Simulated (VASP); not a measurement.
# MnS (F-43m) in VASP: a series of runs

Aim: see how the results for MnS move with the level of theory and the settings. Levels: LDA, PBE, PBEsol. Tasks: single point.

Program: VASP 6.6.1. These are calculated values, not measurements. Logs are shortened: lines on timing, memory, paths and dates and some standing lists are left out, and cuts for length are marked.

### Step 1. The cell of the first run

Symmetry: F-43m, No. 216, cubic system. The conventional cell has a = 4.947 Å, b = 4.947 Å, c = 4.947 Å, α = 90.00°, β = 90.00°, γ = 90.00°. Mn (site symmetry -43m) has 4 S at 2.14 Å within 2.8 Å. Within 2.8 Å of S (site symmetry -43m) lie 4 Mn at 2.14 Å.

### Step 2. Single point, LDA, collinear spin, ferromagnetic start

File INCAR:

```
PREC = Accurate ; ENCUT = 680
EDIFF = 1E-6 ; ISMEAR = -1
SIGMA = 0.05 ; LREAL = False
LASPH = True ; NELM = 200
ALGO = Normal ; ISIF = 2
LWAVE = False ; LCHARG = True
ISPIN = 2 ; MAGMOM = 4 0
LORBIT = 11 ; LMAXMIX = 4
GGA = CA ; LELF = True
LVHAR = True ; NBANDS = 22
GGA_COMPAT = False
```

File KPOINTS:

```
Automatic mesh
0
Gamma
  9 9 9
```

File POSCAR:

```
MnS
1.0
    0.0000000000      2.4734634191      2.4734634191
    2.4734634191      0.0000000000      2.4734634191
    2.4734634191      2.4734634191      0.0000000000
Mn S
1 1
Direct
    0.0000000000      0.0000000000      0.0000000000
    0.7500000000      0.7500000000      0.7500000000
```

Potentials or basis: VASP PAW LDA potentials, release 64 (Mn_sv, S).

Started as:

```
$ cat potpaw_LDA.64/Mn_sv/POTCAR potpaw_LDA.64/S/POTCAR > POTCAR
$ mpirun -np 1 vasp_std > vasp.out
```

OUTCAR:

```text
PREC = Accurate
   ENCUT = 680
   EDIFF = 1E-6
   ISMEAR = -1
   LREAL = False
   LASPH = True
   NELM = 200
   ISIF = 2
   ISPIN = 2
   LORBIT = 11
   GGA = CA

 ion  position               nearest neighbor table
   1  0.000  0.000  0.000-   2 2.14   2 2.14   2 2.14   2 2.14
   2  0.750  0.750  0.750-   1 2.14   1 2.14   1 2.14   1 2.14

  LATTYP: Found a face centered cubic cell.
 ALAT       =     4.9469268382

  Lattice vectors:

 A1 = (   0.0000000000,   2.4734634191,   2.4734634191)
 A2 = (   2.4734634191,   0.0000000000,   2.4734634191)
 A3 = (   2.4734634191,   2.4734634191,   0.0000000000)

Analysis of symmetry for initial positions (statically):
=====================================================================
 Subroutine PRICEL returns:
 Original cell was already a primitive cell.

 Routine SETGRP: Setting up the symmetry group for a
 face centered cubic supercell.

 Subroutine GETGRP returns: Found 24 space group operations
 (whereof 24 operations were pure point group operations)
 out of a pool of 48 trial point group operations.

The static configuration has the point symmetry T_d .

Analysis of symmetry for dynamics (positions and initial velocities):
=====================================================================
 Subroutine PRICEL returns:
 Original cell was already a primitive cell.

 Routine SETGRP: Setting up the symmetry group for a
 face centered cubic supercell.

 Subroutine GETGRP returns: Found 24 space group operations
 (whereof 24 operations were pure point group operations)
 out of a pool of 48 trial point group operations.

The dynamic configuration has the point symmetry T_d .

Analysis of structural, dynamic, and magnetic symmetry:
=====================================================================
 Subroutine PRICEL returns:
 Original cell was already a primitive cell.

 Routine SETGRP: Setting up the symmetry group for a
 face centered cubic supercell.

 Subroutine GETGRP returns: Found 24 space group operations
 (whereof 24 operations were pure point group operations)
 out of a pool of 48 trial point group operations.

The overall configuration has the point symmetry T_d .

 Subroutine INISYM returns: Found 24 space group operations
 (whereof 24 operations are pure point group operations),
 and found     1 'primitive' translations

----------------------------------------------------------------------------------------
[... 113 lines left out ...]
     AMIX_MAG =   1.60;   BMIX_MAG =  1.00
  volume/ion in A,a.u.               =      15.13       102.12
  Fermi-wavevector in a.u.,A,eV,Ry     =   1.449325  2.738827 28.579620  2.100543
  Thomas-Fermi vector in A             =   2.567065
   LORBIT       =     11    0 simple, 1 ext, 2 COOP (PROOUT), +10 PAW based schemes
   GGA     = CA    functional components
   LHFCALC =     F    Hartree Fock is set to
   AEXX    =    0.0000 exact exchange contribution
   IVDW    =     0    specifies the selected vdW correction
   LEPSILON=     F    determine dielectric tensor
   LRPA    =     F    only Hartree local field effects (RPA)
 spin polarized calculation
  energy-cutoff  :      680.00
  volume of cell :       30.27
 maximum number of plane-waves:      1243
 NGX is ok and might be reduce to    30
   NGX = 15   NGY = 15   NGZ = 15

 number of electron      20.9999992 magnetization       0.0595103

 Free energy of the ion-electron system (eV)
  ---------------------------------------------------
  ext. energy  EPLUGINS =         0.00000000
  ---------------------------------------------------
  free energy    TOTEN  =       -15.62704389 eV

  energy without entropy =      -15.60495125  energy(sigma->0) =      -15.61599757

 E-fermi :   8.3700     XC(G=0): -11.5969

 val. band max:        8.3632610077   @ k =  -0.4444   0.4444   0.1111
 cond. band min:       8.3810720221   @ k =  -0.3333   0.2222   0.0000
 fundamental gap:      0.0178110144
 Fermi energy:         8.3700044768

 spin component 1

 k-point     1 :       0.0000    0.0000    0.0000
  band No.  band energies     occupation
      1     -69.6002      1.00000
      2     -38.9004      1.00000
      3     -38.9004      1.00000
      4     -38.9004      1.00000
      5      -6.8005      1.00000
      6       3.6985      1.00000
[... 589 lines left out ...]
     21      25.4984      0.00000
     22      28.6982      0.00000

 [... further k-points ...]

 spin component 2

 k-point     1 :       0.0000    0.0000    0.0000
  band No.  band energies     occupation
      1     -69.5454      1.00000
      2     -38.8472      1.00000
      3     -38.8472      1.00000
      4     -38.8472      1.00000
      5      -6.7972      1.00000
      6       3.7139      1.00000
[... 589 lines left out ...]
     21      25.5064      0.00000
     22      28.7025      0.00000

 [... further k-points ...]

------------------------ aborting loop because EDIFF is reached ----------------------------------------

  FORCE on cell =-STRESS in cart. coord.  units (eV):
  Direction    XX          YY          ZZ          XY          YZ          ZX
  --------------------------------------------------------------------------------------
  -------------------------------------------------------------------------------------
  Total       -1.3767066     -1.3767066     -1.3767066      0.0000000     -0.0000000      0.0000000
  in kB      -72.8795223    -72.8795223    -72.8795223      0.0000000     -0.0000000      0.0000000
  external PRESSURE =     -72.8795223 kB  Pullay stress =       0.0000000 kB

 VOLUME and BASIS-vectors are now :
 -----------------------------------------------------------------------------
  energy-cutoff  :      680.00
  volume of cell :       30.27
      direct lattice vectors                 reciprocal lattice vectors
     0.000000000  2.473463419  2.473463419    -0.202145702  0.202145702  0.202145702
     2.473463419  0.000000000  2.473463419     0.202145702 -0.202145702  0.202145702
     2.473463419  2.473463419  0.000000000     0.202145702  0.202145702 -0.202145702

 POSITION                                       TOTAL-FORCE (eV/Angst)
 -----------------------------------------------------------------------------------
      0.00000      0.00000      0.00000         0.000000      0.000000      0.000000
      3.71020      3.71020      3.71020        -0.000000     -0.000000     -0.000000
 -----------------------------------------------------------------------------------
    total drift:                                0.000000      0.000000      0.000000

  FREE ENERGIE OF THE ION-ELECTRON SYSTEM (eV)
  ---------------------------------------------------
  free  energy   TOTEN  =       -15.6270438867 eV

  energy  without entropy=      -15.6049512521  energy(sigma->0) =      -15.61599757

 total charge

# of ion       s       p       d       tot
------------------------------------------
    1        2.207   6.048   4.903  13.158
    2        1.320   2.409   0.000   3.729
--------------------------------------------------
tot          3.527   8.457   4.903  16.887

 magnetization (x)

# of ion       s       p       d       tot
------------------------------------------
    1        0.001   0.000   0.052   0.054
    2       -0.000  -0.001   0.000  -0.001
--------------------------------------------------
tot          0.001  -0.001   0.052   0.052
```

stdout:

```text
POSCAR found type information on POSCAR MnS
 POSCAR found :  2 types and       2 ions
 scaLAPACK will be used
 LDA part: xc-table for (Slater(with rela. corr.)+CA(PZ))
 , standard interpolation
 POSCAR, INCAR and KPOINTS ok, starting setup
 FFT: planning ... GRIDC
 FFT: planning ... GRID_SOFT
 FFT: planning ... GRID
 WAVECAR not read
 entering main loop
```

Run time: 1.7 min. Hardware: 1 thread of Intel Xeon Platinum 8259CL at 2.50GHz (Skylake/Cascade Lake), shared host; peak memory 0.19 GiB.

Results:

| Item | Value |
| --- | --- |
| Free energy | -15.6270 eV |
| Pressure | -7.3 GPa |
| Net moment | 0.06 μB per cell |
| Site moments | Mn +0.05; S -0.00 μB |
| Valence electrons inside the program's atomic spheres | Mn 13.16; S 3.73 |

Caveat: the cell stands under tension; semilocal functionals often make such compounds metallic where correlation or magnetic order opens a gap, which also shifts bond lengths.

### Step 3. Single point, PBE, collinear spin, ferromagnetic start

File INCAR:

```
PREC = Accurate ; ENCUT = 680
EDIFF = 1E-6 ; ISMEAR = -1
SIGMA = 0.05 ; LREAL = F
LASPH = T ; NELM = 200
ALGO = Normal ; ISIF = 2
LWAVE = F ; LCHARG = F
ISPIN = 2 ; MAGMOM = 3 0
LORBIT = 11 ; NUPDOWN = 3.0
LMAXMIX = 4 ; GGA = PE
NBANDS = 22 ; GGA_COMPAT = F
```

File KPOINTS:

```
regular mesh
0
Gamma
  8 8 8
```

POSCAR is that of step 2.

Potentials or basis: VASP PAW PBE potentials, release 64 (Mn_sv, S).

Started as:

```
$ cat potpaw_PBE.64/Mn_sv/POTCAR potpaw_PBE.64/S/POTCAR > POTCAR
$ mpirun -np 1 vasp_std > vasp.out
```

OUTCAR:

```text
PREC = Accurate
   ENCUT = 680
   EDIFF = 1E-6
   ISMEAR = -1
   LREAL = F
   LASPH = T
   NELM = 200
   ISIF = 2
   ISPIN = 2
   LORBIT = 11
   NUPDOWN = 3.0
   GGA = PE

 ion  position               nearest neighbor table
   1  0.000  0.000  0.000-   2 2.14   2 2.14   2 2.14   2 2.14
   2  0.750  0.750  0.750-   1 2.14   1 2.14   1 2.14   1 2.14

  LATTYP: Found a face centered cubic cell.
 ALAT       =     4.9469268382

  Lattice vectors:

 A1 = (   0.0000000000,   2.4734634191,   2.4734634191)
 A2 = (   2.4734634191,   0.0000000000,   2.4734634191)
 A3 = (   2.4734634191,   2.4734634191,   0.0000000000)

Analysis of symmetry for initial positions (statically):
=====================================================================
 Subroutine PRICEL returns:
 Original cell was already a primitive cell.

 Routine SETGRP: Setting up the symmetry group for a
 face centered cubic supercell.

 Subroutine GETGRP returns: Found 24 space group operations
 (whereof 24 operations were pure point group operations)
 out of a pool of 48 trial point group operations.

The static configuration has the point symmetry T_d .

Analysis of symmetry for dynamics (positions and initial velocities):
=====================================================================
 Subroutine PRICEL returns:
 Original cell was already a primitive cell.

 Routine SETGRP: Setting up the symmetry group for a
 face centered cubic supercell.

 Subroutine GETGRP returns: Found 24 space group operations
 (whereof 24 operations were pure point group operations)
 out of a pool of 48 trial point group operations.

The dynamic configuration has the point symmetry T_d .

Analysis of structural, dynamic, and magnetic symmetry:
=====================================================================
 Subroutine PRICEL returns:
 Original cell was already a primitive cell.

 Routine SETGRP: Setting up the symmetry group for a
 face centered cubic supercell.
[... 147 lines left out ...]
  ext. energy  EPLUGINS =         0.00000000
  ---------------------------------------------------
  free energy    TOTEN  =       -13.46373815 eV

  energy without entropy =      -13.44434516  energy(sigma->0) =      -13.45404166

 E-fermi :   9.0021     XC(G=0): -11.2643

 val. band max:        9.3502155364   @ k =  -0.3750   0.2500   0.1250
 cond. band min:       9.0483667593   @ k =  -0.3750   0.5000   0.1250
 fundamental gap:     -0.3018487771
 Fermi energy:         9.3868436859

 spin component 1

 k-point     1 :       0.0000    0.0000    0.0000
  band No.  band energies     occupation
      1     -71.6863      1.00000
      2     -40.4689      1.00000
      3     -40.4689      1.00000
      4     -40.4689      1.00000
      5      -6.6124      1.00000
      6       3.5062      1.00000
[... 589 lines left out ...]
     21      27.1508      0.00000
     22      29.2092      0.00000

 [... further k-points ...]

 spin component 2

 k-point     1 :       0.0000    0.0000    0.0000
  band No.  band energies     occupation
      1     -68.7126      1.00000
      2     -37.5576      1.00000
      3     -37.5576      1.00000
      4     -37.5576      1.00000
      5      -6.4235      1.00000
      6       4.4477      1.00000
[... 589 lines left out ...]
     21      27.8097      0.00000
     22      29.8620      0.00000

 [... further k-points ...]

------------------------ aborting loop because EDIFF is reached ----------------------------------------

  FORCE on cell =-STRESS in cart. coord.  units (eV):
  Direction    XX          YY          ZZ          XY          YZ          ZX
  --------------------------------------------------------------------------------------
  -------------------------------------------------------------------------------------
  Total        4.3471980      4.3471980      4.3471980     -0.0000000      0.0000000      0.0000000
  in kB      230.1301560    230.1301560    230.1301560     -0.0000000      0.0000000      0.0000000
  external PRESSURE =     230.1301560 kB  Pullay stress =       0.0000000 kB

 VOLUME and BASIS-vectors are now :
 -----------------------------------------------------------------------------
  energy-cutoff  :      680.00
  volume of cell :       30.27
      direct lattice vectors                 reciprocal lattice vectors
     0.000000000  2.473463419  2.473463419    -0.202145702  0.202145702  0.202145702
     2.473463419  0.000000000  2.473463419     0.202145702 -0.202145702  0.202145702
     2.473463419  2.473463419  0.000000000     0.202145702  0.202145702 -0.202145702

 POSITION                                       TOTAL-FORCE (eV/Angst)
 -----------------------------------------------------------------------------------
      0.00000      0.00000      0.00000         0.000000      0.000000      0.000000
      3.71020      3.71020      3.71020        -0.000000     -0.000000     -0.000000
 -----------------------------------------------------------------------------------
    total drift:                                0.000000      0.000000      0.000000

  FREE ENERGIE OF THE ION-ELECTRON SYSTEM (eV)
  ---------------------------------------------------
  free  energy   TOTEN  =       -13.4637381527 eV

  energy  without entropy=      -13.4443451575  energy(sigma->0) =      -13.45404166

 total charge

# of ion       s       p       d       tot
------------------------------------------
    1        2.208   6.072   4.798  13.078
    2        1.328   2.494   0.000   3.823
--------------------------------------------------
tot          3.537   8.566   4.798  16.901

 magnetization (x)

# of ion       s       p       d       tot
------------------------------------------
    1        0.032   0.027   2.586   2.645
    2        0.002  -0.024   0.000  -0.022
--------------------------------------------------
tot          0.034   0.003   2.586   2.623
```

OSZICAR:

```text
N       E                     dE             d eps       ncg     rms          rms(c)
DAV:   1     0.292520879983E+03    0.29252E+03   -0.12406E+04  2728   0.138E+03
DAV:   2     0.434763877377E+01   -0.28817E+03   -0.27222E+03  2600   0.418E+02
DAV:   3    -0.132641893726E+02   -0.17612E+02   -0.17288E+02  3382   0.118E+02
DAV:   4    -0.147202827596E+02   -0.14561E+01   -0.14360E+01  4488   0.271E+01
DAV:   5    -0.147317650620E+02   -0.11482E-01   -0.11478E-01  3280   0.251E+00    0.161E+01
DAV:   6    -0.141992346040E+02    0.53253E+00   -0.12255E+01  3648   0.575E+01    0.178E+01
DAV:   7    -0.134584441184E+02    0.74079E+00   -0.28039E+00  3450   0.324E+01    0.742E+00
DAV:   8    -0.134636429505E+02   -0.51988E-02   -0.80793E-02  3430   0.236E+00    0.395E+00
DAV:   9    -0.134640896145E+02   -0.44666E-03   -0.18007E-02  4844   0.139E+00    0.962E-01
DAV:  10    -0.134636913890E+02    0.39823E-03   -0.36050E-03  4192   0.867E-01    0.184E-01
DAV:  11    -0.134637181943E+02   -0.26805E-04   -0.23897E-04  3580   0.156E-01    0.108E-01
DAV:  12    -0.134637295160E+02   -0.11322E-04   -0.34137E-05  3984   0.867E-02    0.743E-02
DAV:  13    -0.134637358877E+02   -0.63717E-05   -0.12944E-05  3392   0.378E-02    0.251E-02
DAV:  14    -0.134637378931E+02   -0.20053E-05   -0.45328E-06  3718   0.229E-02    0.653E-03
DAV:  15    -0.134637381527E+02   -0.25963E-06   -0.21176E-07  1866   0.534E-03
   1 F= -.13463738E+02 E0= -.13454042E+02  d E =-.193930E-01  mag=     3.0000
```

It took 60 s on 1 thread of Intel Xeon Platinum 8259CL at 2.50GHz (Skylake/Cascade Lake), shared host; peak memory 0.21 GiB.

What came out:

```
Free energy                                           : -13.4637 eV
Pressure                                              : 23.0 GPa
Net moment                                            : 3.00 μB per cell
Site moments                                          : Mn +2.65; S -0.02 μB
Valence electrons inside the program's atomic spheres : Mn 13.08; S 3.82
```

Caveat: the cell stands under pressure; the total moment is fixed, so each spin has its own Fermi level and the state may be an excited one; a cell with one magnetic atom can't hold antiferromagnetic order, which such compounds often take.

[end of part 1 of 2]
